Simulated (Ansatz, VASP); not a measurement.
BN in VASP and in Ansatz

INCAR

```
SYSTEM = BN
PREC = Accurate
ENCUT = 520
EDIFF = 1E-6
ISMEAR = 0
SIGMA = 0.05
LREAL = .False.
LASPH = .True.
NELM = 60
ALGO = Normal
ISIF = 2
LWAVE = .False.
LCHARG = .False.
GGA = PE
IVDW = 12
NBANDS = 16
```

The input KPOINTS:

```
Automatic mesh
0
Gamma
  12 12 4
  0 0 0
```

The input POSCAR:

```
BN
1.0
    2.5064381059      0.0000000000      0.0000000000
   -1.2532190530      2.1706390727      0.0000000000
    0.0000000000      0.0000000000      7.1461945996
B N
2 2
Direct
    0.3333333333      0.6666666667      0.2500000000
    0.6666666667      0.3333333333      0.7500000000
    0.3333333333      0.6666666667      0.7500000000
    0.6666666667      0.3333333333      0.2500000000
```

Input for Ansatz:

```yaml
crystal:
  lattice:
    - [2.5064381059, 0.0, 0.0]
    - [-1.253219053, 2.1706390727, 0.0]
    - [0.0, 0.0, 7.1461945996]
  atoms:
    - { symbol: B, position: [0.3333333333, 0.6666666667, 0.25] }
    - { symbol: B, position: [0.6666666667, 0.3333333333, 0.75] }
    - { symbol: "N", position: [0.3333333333, 0.6666666667, 0.75] }
    - { symbol: "N", position: [0.6666666667, 0.3333333333, 0.25] }
basis:
  ecutwfc: 420
kpoints:
  mp_grid: { grid: [12, 12, 4] }
hamiltonian:
  xc: pbe
  dispersion: d3bj
scf:
  occupations: { method: gaussian, width: 0.05 }
output:
  forces: true
  stress: true
  eigenvalues: true
```

Change from the starting cell: strain +0.000 along x and y, +0.080 along z, atoms carried along.

Alike in both runs: task single point; functional PBE; dispersion D3(BJ); k mesh 12 × 12 × 4; occupations gaussian, width 0.05 eV; no spin polarisation.

|  | VASP | Ansatz |
| --- | --- | --- |
| version | VASP 6.6.1 | Ansatz 0.2.0 |
| potentials or method | VASP PAW PBE potentials, release 64 (B, N), cutoff 520 eV | scalar-relativistic, plane waves, PAW |
| valence electrons in the cell | 16 | 16 |

Ansatz gave:

- gap on the k mesh at the Fermi level (eV): 4.39
- least direct gap on the mesh (eV): 4.66
- pressure (GPa): -0.4
- traceless stress, the component that is largest in VASP (GPa): -1.05

Problem. Which values does VASP return?

Solution. gap on the k mesh at the Fermi level (eV): 4.38; least direct gap on the mesh (eV): 4.65; pressure (GPa): -0.3; traceless stress, the component that is largest in VASP (GPa): -1.24.
